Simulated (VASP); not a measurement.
# Cr (Im-3m) in VASP: a series of runs

Cr is run at these levels: PBE; tasks: single point.

All numbers are computed with VASP 6.6.1; they aren't measurements. Logs are shortened: lines on timing, memory, paths and dates and some standing lists are left out, and cuts for length are marked.

### Step 1. The cell of the first run

The structure is cubic, space group Im-3m (No. 229). Conventional cell: a = 2.884 Å, b = 2.884 Å, c = 2.884 Å, α = 90.00°, β = 90.00°, γ = 90.00°. Cr (site symmetry m-3m) has 14 Cr at 2.50 to 2.88 Å within 3.3 Å.

### Step 2. Single point, PBE, collinear spin, ferromagnetic start

Contents of INCAR:

```
SYSTEM = Cr
  ALGO = Normal
  EDIFF = 1E-6
  ENCUT = 520
  GGA = PE
  ISIF = 2
  ISMEAR = -1
  ISPIN = 2
  LASPH = .True.
  LCHARG = .True.
  LELF = .True.
  LMAXMIX = 4
  LORBIT = 11
  LREAL = .False.
  LVHAR = .True.
  LWAVE = .False.
  MAGMOM = 3
  NBANDS = 16
  NELM = 150
  PREC = Accurate
  SIGMA = 0.03
```

Contents of KPOINTS:

```
k-points
0
Gamma
  16 16 16
  0 0 0
```

Contents of POSCAR:

```
Cr
1.0
   -1.4419500000      1.4419500000      1.4419500000
    1.4419500000     -1.4419500000      1.4419500000
    1.4419500000      1.4419500000     -1.4419500000
Cr
1
Direct
    0.0000000000      0.0000000000      0.0000000000
```

Potentials or basis: VASP PAW PBE potentials, release 64 (Cr_pv).

The run is started by

```sh
> cat potpaw_PBE.64/Cr_pv/POTCAR > POTCAR
> mpirun -np 1 vasp_std > vasp.out
```

OUTCAR:

```text
SYSTEM = Cr
   EDIFF = 1E-6
   ENCUT = 520
   GGA = PE
   ISIF = 2
   ISMEAR = -1
   ISPIN = 2
   LASPH = .True.
   LORBIT = 11
   LREAL = .False.
   NELM = 150
   PREC = Accurate

 ion  position               nearest neighbor table
   1  0.000  0.000  0.000-

  LATTYP: Found a body centered cubic cell.
 ALAT       =     2.8839000000

  Lattice vectors:

 A1 = (  -1.4419500000,   1.4419500000,   1.4419500000)
 A2 = (   1.4419500000,  -1.4419500000,   1.4419500000)
 A3 = (   1.4419500000,   1.4419500000,  -1.4419500000)

Analysis of symmetry for initial positions (statically):
=====================================================================
 Subroutine PRICEL returns:
 Original cell was already a primitive cell.

 Routine SETGRP: Setting up the symmetry group for a
 body centered cubic supercell.

 Subroutine GETGRP returns: Found 48 space group operations
 (whereof 48 operations were pure point group operations)
 out of a pool of 48 trial point group operations.

The static configuration has the point symmetry O_h .

Analysis of symmetry for dynamics (positions and initial velocities):
=====================================================================
 Subroutine PRICEL returns:
 Original cell was already a primitive cell.

 Routine SETGRP: Setting up the symmetry group for a
 body centered cubic supercell.

 Subroutine GETGRP returns: Found 48 space group operations
 (whereof 48 operations were pure point group operations)
 out of a pool of 48 trial point group operations.

The dynamic configuration has the point symmetry O_h .

Analysis of structural, dynamic, and magnetic symmetry:
=====================================================================
 Subroutine PRICEL returns:
 Original cell was already a primitive cell.

 Routine SETGRP: Setting up the symmetry group for a
 body centered cubic supercell.

 Subroutine GETGRP returns: Found 48 space group operations
 (whereof 48 operations were pure point group operations)
 out of a pool of 48 trial point group operations.

The overall configuration has the point symmetry O_h .

 Subroutine INISYM returns: Found 48 space group operations
 (whereof 48 operations are pure point group operations),
 and found     1 'primitive' translations

----------------------------------------------------------------------------------------

                                     Primitive cell

  volume of cell :      11.9925

  direct lattice vectors                    reciprocal lattice vectors
    -1.441950000  1.441950000  1.441950000     0.000000000  0.346752661  0.346752661
     1.441950000 -1.441950000  1.441950000     0.346752661  0.000000000  0.346752661
     1.441950000  1.441950000 -1.441950000     0.346752661  0.346752661  0.000000000

  length of vectors
     2.497530662  2.497530662  2.497530662     0.490382316  0.490382316  0.490382316

  position of ions in fractional coordinates (direct lattice)
     0.000000000  0.000000000  0.000000000

  ion indices of the primitive-cell ions
   primitive index   ion index
                 1           1

----------------------------------------------------------------------------------------

 KPOINTS: k-points

Automatic generation of k-mesh.
 Grid dimensions read from file:
 generate k-points for:   16   16   16

 Generating k-lattice:

  Cartesian coordinates                     Fractional coordinates (reciprocal lattice)
     0.000000000  0.021672041  0.021672041     0.062500000  0.000000000  0.000000000
     0.021672041  0.000000000  0.021672041     0.000000000  0.062500000  0.000000000
     0.021672041  0.021672041  0.000000000     0.000000000  0.000000000  0.062500000

  Length of vectors
     0.030648895  0.030648895  0.030648895

  Shift w.r.t. Gamma in fractional coordinates (k-lattice)
     0.000000000  0.000000000  0.000000000

 Subroutine IBZKPT returns following result:
 ===========================================

 Found    145 irreducible k-points:

 Following reciprocal coordinates:
            Coordinates               Weight
  0.000000  0.000000  0.000000      1.000000
  0.062500  0.000000  0.000000     12.000000
  0.125000  0.000000  0.000000     12.000000
  0.187500  0.000000  0.000000     12.000000
  0.250000  0.000000  0.000000     12.000000
  0.312500  0.000000  0.000000     12.000000
[... 16 lines left out ...]
  0.187500  0.187500  0.000000     24.000000
  0.250000  0.187500  0.000000     48.000000
 [... further k-points ...]
   k-points           NKPTS =    145   k-points in BZ     NKDIM =    145   number of bands    NBANDS=     16
   number of dos      NEDOS =    301   number of ions     NIONS =      1
   total plane-waves  NPLWV =   8000
   dimension x,y,z NGX =    20 NGY =   20 NGZ =   20
   dimension x,y,z NGXF=    40 NGYF=   40 NGZF=   40
   ions per type =               1
   NGX,Y,Z   is equivalent  to a cutoff of  13.31, 13.31, 13.31 a.u.
   NGXF,Y,Z  is equivalent  to a cutoff of  26.63, 26.63, 26.63 a.u.
 SYSTEM =  Cr
   PREC   = accura    normal or accurate (medium, high low for compatibility)
   ISTART =      0    job   : 0-new  1-cont  2-samecut
   ICHARG =      2    charge: 1-file 2-atom 10-const
   ISPIN  =      2    spin polarized calculation?
   LNONCOLLINEAR =      F non collinear calculations
   LSORBIT =      F    spin-orbit coupling
   LASPH  =      T    aspherical Exc in radial PAW
   ENCUT  =  520.0 eV  38.22 Ry    6.18 a.u.   4.64  4.64  4.64*2*pi/ulx,y,z
   NELM   =    150;   NELMIN=  2; NELMDL= -5     # of ELM steps
   EDIFF  = 0.1E-05   stopping-criterion for ELM
   LREAL  =      F    real-space projection
   EDIFFG = 0.1E-04   stopping-criterion for IOM
   NSW    =      0    number of steps for IOM
   IBRION =     -1    ionic relax: 0-MD 1-quasi-New 2-CG
   NFREE  =      0    steps in history (QN), initial steepest desc. (CG)
   ISIF   =      2    stress and relaxation
   ISYM   =      2    0-nonsym 1-usesym 2-fastsym
   POTIM  = 0.5000    time-step for ionic-motion
   TEBEG  =    0.0;   TEEND  =   0.0 temperature during run
   PSTRESS=    0.0 pullay stress
   NELECT =      12.0000    total number of electrons
   NUPDOWN=      -1.0000    fix difference up-down
   EMIN   =  10.00;   EMAX   =-10.00  energy-range for DOS
   EFERMI =   0.00;   METHOD = LEGACY
   ISMEAR =    -1;   SIGMA  =   0.03  broadening in eV -4-tet -1-fermi 0-gaus
   EFERMI_NEDOS =   21; number of points for ismear=-14 and -15
   IALGO  =     38    algorithm
   IMIX   =      4    mixing-type and parameters
     AMIX     =   0.40;   BMIX     =  1.00
     AMIX_MAG =   1.60;   BMIX_MAG =  1.00
  volume/ion in A,a.u.               =      11.99        80.93
  Fermi-wavevector in a.u.,A,eV,Ry     =   1.637439  3.094310 36.480015  2.681205
  Thomas-Fermi vector in A             =   2.728578
   LORBIT       =     11    0 simple, 1 ext, 2 COOP (PROOUT), +10 PAW based schemes
   GGA     = PE    functional components
   LHFCALC =     F    Hartree Fock is set to
   AEXX    =    0.0000 exact exchange contribution
   IVDW    =     0    specifies the selected vdW correction
   LEPSILON=     F    determine dielectric tensor
   LRPA    =     F    only Hartree local field effects (RPA)
 spin polarized calculation
  energy-cutoff  :      520.00
  volume of cell :       11.99
 maximum number of plane-waves:       336
   NGX =  9   NGY =  9   NGZ =  9

 number of electron      11.9999992 magnetization      -0.0008309

 number of electron      11.9999992 magnetization       0.0000385

 Free energy of the ion-electron system (eV)
  ---------------------------------------------------
  ext. energy  EPLUGINS =         0.00000000
  ---------------------------------------------------
  free energy    TOTEN  =        -9.50485390 eV

  energy without entropy =       -9.50262783  energy(sigma->0) =       -9.50374086

 E-fermi :  10.4047     XC(G=0): -13.4582

 val. band max:       10.3854767102   @ k =  -0.1875   0.1875   0.1250
 cond. band min:      10.4099025392   @ k =  -0.1875   0.1875   0.1250
 fundamental gap:      0.0244258291
 Fermi energy:        10.4047006844

 spin component 1

 k-point     1 :       0.0000    0.0000    0.0000
  band No.  band energies     occupation
      1     -32.3379      1.00000
      2     -32.3379      1.00000
      3     -32.3379      1.00000
      4       2.7262      1.00000
      5       9.5749      1.00000
      6       9.5749      1.00000
[... 8 lines left out ...]
     15      39.5927      0.00000
     16      43.8149      0.00000

 k-point     2 :       0.0625    0.0000    0.0000
  band No.  band energies     occupation
      1     -32.3701      1.00000
      2     -32.3479      1.00000
      3     -32.3381      1.00000
      4       2.8922      1.00000
      5       9.5123      1.00000
      6       9.5646      1.00000
[... 8 lines left out ...]
     15      39.9601      0.00000
     16      41.9695      0.00000
[... 387 lines left out ...]
      5       8.5475      1.00000
      6       8.7960      1.00000
[... 8 lines left out ...]
     15      39.0749      0.00000
     16      42.6511      0.00000

 k-point    24 :       0.2500    0.1875    0.0000
  band No.  band energies     occupation
      1     -32.9717      1.00000
      2     -32.5955      1.00000
      3     -32.4058      1.00000
      4       6.7641      1.00000
      5       8.3297      1.00000
      6       8.8652      1.00000
[... 8 lines left out ...]
     15      39.2672      0.00000
     16      43.4290      0.00000

 [... further k-points ...]

 spin component 2

 k-point     1 :       0.0000    0.0000    0.0000
  band No.  band energies     occupation
      1     -32.3379      1.00000
      2     -32.3379      1.00000
      3     -32.3379      1.00000
      4       2.7263      1.00000
      5       9.5749      1.00000
      6       9.5749      1.00000
[... 8 lines left out ...]
     15      39.5928      0.00000
     16      43.8149      0.00000

 k-point     2 :       0.0625    0.0000    0.0000
  band No.  band energies     occupation
      1     -32.3702      1.00000
      2     -32.3479      1.00000
      3     -32.3381      1.00000
      4       2.8923      1.00000
      5       9.5123      1.00000
      6       9.5646      1.00000
[... 8 lines left out ...]
     15      39.9602      0.00000
     16      41.9695      0.00000
[... 387 lines left out ...]
      5       8.5475      1.00000
      6       8.7961      1.00000
[... 8 lines left out ...]
     15      39.0749      0.00000
     16      42.6512      0.00000

 k-point    24 :       0.2500    0.1875    0.0000
  band No.  band energies     occupation
      1     -32.9717      1.00000
      2     -32.5956      1.00000
      3     -32.4058      1.00000
      4       6.7642      1.00000
      5       8.3298      1.00000
      6       8.8653      1.00000
[... 8 lines left out ...]
     15      39.2673      0.00000
     16      43.4290      0.00000

 [... further k-points ...]

------------------------ aborting loop because EDIFF is reached ----------------------------------------

  FORCE on cell =-STRESS in cart. coord.  units (eV):
  Direction    XX          YY          ZZ          XY          YZ          ZX
  --------------------------------------------------------------------------------------
  -------------------------------------------------------------------------------------
  Total       -0.7016109     -0.7016109     -0.7016109      0.0000000      0.0000000     -0.0000000
  in kB      -93.7338183    -93.7338183    -93.7338183      0.0000000      0.0000000     -0.0000000
  external PRESSURE =     -93.7338183 kB  Pullay stress =       0.0000000 kB

 VOLUME and BASIS-vectors are now :
 -----------------------------------------------------------------------------
  energy-cutoff  :      520.00
  volume of cell :       11.99
      direct lattice vectors                 reciprocal lattice vectors
    -1.441950000  1.441950000  1.441950000     0.000000000  0.346752661  0.346752661
     1.441950000 -1.441950000  1.441950000     0.346752661  0.000000000  0.346752661
     1.441950000  1.441950000 -1.441950000     0.346752661  0.346752661  0.000000000

 POSITION                                       TOTAL-FORCE (eV/Angst)
 -----------------------------------------------------------------------------------
      0.00000      0.00000      0.00000        -0.000000     -0.000000      0.000000
 -----------------------------------------------------------------------------------
    total drift:                                0.000000     -0.000000      0.000000

  FREE ENERGIE OF THE ION-ELECTRON SYSTEM (eV)
  ---------------------------------------------------
  free  energy   TOTEN  =        -9.5048538966 eV

  energy  without entropy=       -9.5026278330  energy(sigma->0) =       -9.50374086

 total charge

# of ion       s       p       d       tot
------------------------------------------
    1        0.427   6.383   4.167  10.978

 magnetization (x)

# of ion       s       p       d       tot
------------------------------------------
    1       -0.000   0.000  -0.000  -0.000
```

Wall time 27 s (1 thread of Intel Xeon Platinum 8559C (Emerald Rapids), shared host); peak memory 0.16 GiB.

What came out:

* Free energy: -9.5049 eV
* Pressure: -9.4 GPa
* Band gap on the k mesh: zero (filled and empty bands overlap)
* Net moment: 0.00 μB per cell
* Valence electrons inside the program's atomic spheres: Cr 10.98

Caveat: the starting moments collapsed, and a magnetic state may lie lower.

(Continued in part 2 of 2.)
